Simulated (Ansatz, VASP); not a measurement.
One calculation of TaOF, two programs

```
Ta O F
1.0
     3.19244    0.00000    0.00000
     0.00000    3.19244    0.00000
     0.00000    0.00000    5.87538
Ta O F
2 2 2
Direct
  0.00000 0.50000 0.30847
  0.50000 0.00000 0.69153
  0.00000 0.50000 0.67297
  0.50000 0.00000 0.32703
  0.00000 0.00000 0.00000
  0.50000 0.50000 0.00000
```

Change from the starting cell: species swapped into the TbMnSi type (P4/nmm, No. 129).

Alike in both runs: functional PBE; k mesh 12 × 12 × 6; occupations gaussian, width 0.1 eV; no spin polarisation.

Ansatz relaxed the structure, and its values are those at the end. VASP's run is a single point on that final structure, the one shown.

```csv
,VASP,Ansatz
version,VASP 6.6.1,Ansatz 0.2.0
potentials or method,"VASP PAW PBE potentials, release 64 (Ta_pv, O, F), cutoff 520 eV","scalar-relativistic, plane waves, PAW"
valence electrons in the cell,48,52
```

|  | VASP | Ansatz | Ansatz less VASP |
| --- | --- | --- | --- |
| gap on the k mesh at the Fermi level (eV) | none | none | - |
| pressure (GPa) | 0.3 | 0.0 | -0.29 |
| rms of the force components (eV/Å) | 0.017 | 0.001 | -0.0161 |

A gap of «none» marks a metal or a gap that the smearing closes. The functional is the same, so the differences come from potentials, cutoffs and numerics. VASP's potentials hold 48 valence electrons a cell and Ansatz's 52, so a difference there can come from the potentials and not from the codes.

Neither program's run includes spin-orbit coupling.
